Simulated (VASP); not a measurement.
# WF3 (Pm-3m) in VASP: single point with PBE

Aim: the single point of WF3 with PBE.

Everything below comes from runs of VASP 6.6.1. Logs are shortened: lines on timing, memory, paths and dates and some standing lists are left out, and cuts for length are marked.

**1. The cell of the first run**

The structure is cubic, space group Pm-3m (No. 221). Conventional cell: a = 3.855 Å, b = 3.855 Å, c = 3.855 Å, α = 90.00°, β = 90.00°, γ = 90.00°. Within 3.6 Å of W (site symmetry m-3m) lie 12 F at 2.73 Å. Within 3.6 Å of F (site symmetry 4/mmm) lie 4 W at 2.73 Å and 8 F at 2.73 Å.

**2. Single point, PBE**

INCAR

```
SYSTEM = WF3
PREC     = Accurate       ! precision mode
ENCUT    = 600            ! plane-wave cutoff, eV
EDIFF    = 1E-6           ! SCF threshold, eV
ISMEAR   = 0              ! smearing method
SIGMA    = 0.1            ! smearing width, eV
LREAL    = .FALSE.        ! projectors in reciprocal space
LASPH    = .TRUE.         ! aspherical terms in the spheres
NELM     = 120            ! most SCF steps
ALGO     = Normal         ! electronic algorithm
ISIF     = 2              ! what is computed and relaxed
LWAVE    = .FALSE.        ! write WAVECAR
LCHARG   = .FALSE.        ! write CHGCAR
GGA      = PE             ! functional
NBANDS   = 26             ! bands
GGA_COMPAT= .FALSE.
```

KPOINTS

```
Automatic mesh
0
G
  4 4 4
  0 0 0
```

POSCAR

```
WF3
1.0
    3.8552265100      0.0000000000      0.0000000000
    0.0000000000      3.8552265100      0.0000000000
    0.0000000000      0.0000000000      3.8552265100
W F
1 3
Direct
    0.5000000000      0.5000000000      0.5000000000
    0.5000000000      0.0000000000      0.0000000000
    0.0000000000      0.5000000000      0.0000000000
    0.0000000000      0.0000000000      0.5000000000
```

Potentials or basis: VASP PAW PBE potentials, release 64 (W_sv, F).

Launch:

```bash
cat potpaw_PBE.64/W_sv/POTCAR potpaw_PBE.64/F/POTCAR > POTCAR
mpirun -np 1 vasp_std > vasp.out
```

OUTCAR:

```text
SYSTEM = WF3
   PREC = Accurate
   ENCUT = 600
   EDIFF = 1E-6
   ISMEAR = 0
   LREAL = .FALSE.
   LASPH = .TRUE.
   NELM = 120
   ISIF = 2
   GGA = PE

 ion  position               nearest neighbor table
   1  0.500  0.500  0.500-
   2  0.500  0.000  0.000-
   3  0.000  0.500  0.000-
   4  0.000  0.000  0.500-

  LATTYP: Found a simple cubic cell.
 ALAT       =     3.8552265100

  Lattice vectors:

 A1 = (   3.8552265100,   0.0000000000,   0.0000000000)
 A2 = (   0.0000000000,   3.8552265100,   0.0000000000)
 A3 = (   0.0000000000,   0.0000000000,   3.8552265100)

Analysis of symmetry for initial positions (statically):
=====================================================================
 Subroutine PRICEL returns:
 Original cell was already a primitive cell.

 Routine SETGRP: Setting up the symmetry group for a
 simple cubic supercell.

 Subroutine GETGRP returns: Found 48 space group operations
[... 9 lines left out ...]

 Routine SETGRP: Setting up the symmetry group for a
 simple cubic supercell.

 Subroutine GETGRP returns: Found 48 space group operations
[... 11 lines left out ...]
                                     Primitive cell

  volume of cell :      57.2994

  direct lattice vectors                    reciprocal lattice vectors
     3.855226510  0.000000000  0.000000000     0.259388131  0.000000000  0.000000000
     0.000000000  3.855226510  0.000000000     0.000000000  0.259388131  0.000000000
     0.000000000  0.000000000  3.855226510     0.000000000  0.000000000  0.259388131

  length of vectors
     3.855226510  3.855226510  3.855226510     0.259388131  0.259388131  0.259388131

  position of ions in fractional coordinates (direct lattice)
     0.500000000  0.500000000  0.500000000
     0.500000000  0.000000000  0.000000000
     0.000000000  0.500000000  0.000000000
     0.000000000  0.000000000  0.500000000

  ion indices of the primitive-cell ions
   primitive index   ion index
                 1           1
                 2           2
                 3           3
                 4           4

----------------------------------------------------------------------------------------

 KPOINTS: Automatic mesh

Automatic generation of k-mesh.
 Grid dimensions read from file:
 generate k-points for:    4    4    4

[... 42 lines left out ...]
   ISPIN  =      1    spin polarized calculation?
   LNONCOLLINEAR =      F non collinear calculations
   LSORBIT =      F    spin-orbit coupling
   LASPH  =      T    aspherical Exc in radial PAW
   ENCUT  =  600.0 eV  44.10 Ry    6.64 a.u.   7.70  7.70  7.70*2*pi/ulx,y,z
   NELM   =    120;   NELMIN=  2; NELMDL= -5     # of ELM steps
   EDIFF  = 0.1E-05   stopping-criterion for ELM
   LREAL  =      F    real-space projection
   EDIFFG = 0.1E-04   stopping-criterion for IOM
   NSW    =      0    number of steps for IOM
   IBRION =     -1    ionic relax: 0-MD 1-quasi-New 2-CG
   NFREE  =      0    steps in history (QN), initial steepest desc. (CG)
   ISIF   =      2    stress and relaxation
   ISYM   =      2    0-nonsym 1-usesym 2-fastsym
   POTIM  = 0.5000    time-step for ionic-motion
   TEBEG  =    0.0;   TEEND  =   0.0 temperature during run
   PSTRESS=    0.0 pullay stress
   NELECT =      35.0000    total number of electrons
   NUPDOWN=      -1.0000    fix difference up-down
   EMIN   =  10.00;   EMAX   =-10.00  energy-range for DOS
   EFERMI =   0.00;   METHOD = LEGACY
   ISMEAR =     0;   SIGMA  =   0.10  broadening in eV -4-tet -1-fermi 0-gaus
   EFERMI_NEDOS =   21; number of points for ismear=-14 and -15
   IALGO  =     38    algorithm
   IMIX   =      4    mixing-type and parameters
     AMIX     =   0.40;   BMIX     =  1.00
     AMIX_MAG =   1.60;   BMIX_MAG =  1.00
  volume/ion in A,a.u.               =      14.32        96.67
  Fermi-wavevector in a.u.,A,eV,Ry     =   1.389038  2.624902 26.251461  1.929428
  Thomas-Fermi vector in A             =   2.513107
   LORBIT       =      0    0 simple, 1 ext, 2 COOP (PROOUT), +10 PAW based schemes
   GGA     = PE    functional components
   LHFCALC =     F    Hartree Fock is set to
   AEXX    =    0.0000 exact exchange contribution
   IVDW    =     0    specifies the selected vdW correction
   LEPSILON=     F    determine dielectric tensor
   LRPA    =     F    only Hartree local field effects (RPA)
 non-spin polarized calculation
 Gauss-broadening in eV      SIGMA  =   0.10
  energy-cutoff  :      600.00
  volume of cell :       57.30
 maximum number of plane-waves:      1936
 NGX is ok and might be reduce to    32
   NGX = 15   NGY = 15   NGZ = 15

 number of electron      34.9999957 magnetization

 Free energy of the ion-electron system (eV)
  ---------------------------------------------------
  ext. energy  EPLUGINS =         0.00000000
  ---------------------------------------------------
  free energy    TOTEN  =       -19.11868522 eV

  energy without entropy =      -19.08770360  energy(sigma->0) =      -19.10319441

 E-fermi :   2.4199     XC(G=0): -10.2759

 val. band max:        2.3858845048   @ k =   0.5000   0.5000   0.0000
 cond. band min:       2.4520385392   @ k =   0.2500   0.2500   0.2500
 fundamental gap:      0.0661540344
 Fermi energy:         2.4199430301

 k-point     1 :       0.0000    0.0000    0.0000
  band No.  band energies     occupation
      1     -73.5879      2.00000
      2     -37.5777      2.00000
      3     -37.5777      2.00000
      4     -37.5777      2.00000
      5     -20.3207      2.00000
      6     -19.4610      2.00000
[... 279 lines left out ...]
     25      11.3427      0.00000
     26      17.1211      0.00000

------------------------ aborting loop because EDIFF is reached ----------------------------------------

  FORCE on cell =-STRESS in cart. coord.  units (eV):
  Direction    XX          YY          ZZ          XY          YZ          ZX
  --------------------------------------------------------------------------------------
  -------------------------------------------------------------------------------------
  Total      -10.4088260    -10.4088260    -10.4088260      0.0000000      0.0000000      0.0000000
  in kB     -291.0466681   -291.0466681   -291.0466681      0.0000000      0.0000000      0.0000000
  external PRESSURE =    -291.0466681 kB  Pullay stress =       0.0000000 kB

 VOLUME and BASIS-vectors are now :
 -----------------------------------------------------------------------------
  energy-cutoff  :      600.00
  volume of cell :       57.30
      direct lattice vectors                 reciprocal lattice vectors
     3.855226510  0.000000000  0.000000000     0.259388131  0.000000000  0.000000000
     0.000000000  3.855226510  0.000000000     0.000000000  0.259388131  0.000000000
     0.000000000  0.000000000  3.855226510     0.000000000  0.000000000  0.259388131

 POSITION                                       TOTAL-FORCE (eV/Angst)
 -----------------------------------------------------------------------------------
      1.92761      1.92761      1.92761         0.000000      0.000000      0.000000
      1.92761      0.00000      0.00000         0.000000      0.000000      0.000000
      0.00000      1.92761      0.00000         0.000000      0.000000      0.000000
      0.00000      0.00000      1.92761         0.000000      0.000000      0.000000
 -----------------------------------------------------------------------------------
    total drift:                                0.000000      0.000000     -0.000000

  FREE ENERGIE OF THE ION-ELECTRON SYSTEM (eV)
  ---------------------------------------------------
  free  energy   TOTEN  =       -19.1186852153 eV

  energy  without entropy=      -19.0877035956  energy(sigma->0) =      -19.10319441
```

OSZICAR:

```text
N       E                     dE             d eps       ncg     rms          rms(c)
DAV:   1     0.339870389900E+03    0.33987E+03   -0.22196E+04   536   0.153E+03
DAV:   2    -0.730810076109E+01   -0.34718E+03   -0.33278E+03   636   0.421E+02
DAV:   3    -0.258772643738E+02   -0.18569E+02   -0.18382E+02   558   0.981E+01
DAV:   4    -0.260549817074E+02   -0.17772E+00   -0.17764E+00   540   0.105E+01
DAV:   5    -0.260566797505E+02   -0.16980E-02   -0.16980E-02   532   0.996E-01    0.132E+01
DAV:   6    -0.200108277318E+02    0.60459E+01   -0.27526E+01   530   0.303E+01    0.874E+00
DAV:   7    -0.193061499655E+02    0.70468E+00   -0.25200E+00   544   0.126E+01    0.241E+00
DAV:   8    -0.191812534762E+02    0.12490E+00   -0.55752E-01   542   0.481E+00    0.194E+00
DAV:   9    -0.191271685529E+02    0.54085E-01   -0.16999E-01   552   0.360E+00    0.698E-01
DAV:  10    -0.191185678018E+02    0.86008E-02   -0.19666E-02   552   0.103E+00    0.728E-02
DAV:  11    -0.191186742963E+02   -0.10649E-03   -0.99569E-04   536   0.204E-01    0.441E-02
DAV:  12    -0.191186953820E+02   -0.21086E-04   -0.80563E-05   526   0.722E-02    0.279E-02
DAV:  13    -0.191186851213E+02    0.10261E-04   -0.29335E-05   560   0.385E-02    0.641E-03
DAV:  14    -0.191186852153E+02   -0.93997E-07   -0.20484E-06   442   0.101E-02
   1 F= -.19118685E+02 E0= -.19103194E+02  d E =-.309816E-01
```

Wall time 6.6 s (1 thread of Intel Xeon 6975P-C (Granite Rapids), shared host); peak memory 0.18 GiB.

Results:

| Item | Value |
| --- | --- |
| Free energy | -19.1187 eV |
| Pressure | -29.1 GPa |

Levels at points of the mesh, in eV from the Fermi level:
```
           k point  band 16  band 17  band 18  band 19  band 20  band 21
(0.00, 0.00, 0.00)    -2.36    -1.25    -1.25    -0.59    -0.11    -0.11
(0.50, 0.00, 0.00)    -2.58    -0.31    -0.05     0.13     0.95     0.95
(0.50, 0.50, 0.00)    -2.11    -0.03     0.07     0.68     0.93     0.93
(0.50, 0.50, 0.50)    -2.10    -0.37    -0.37    -0.37     0.33     0.33
```

Caveat: the k points lie up to 0.41 Å⁻¹ apart; spin-orbit coupling is left out, which moves the levels of the heavy elements; an odd number of electrons without spin polarisation forces a metal; a magnetic or distorted state may lie lower.
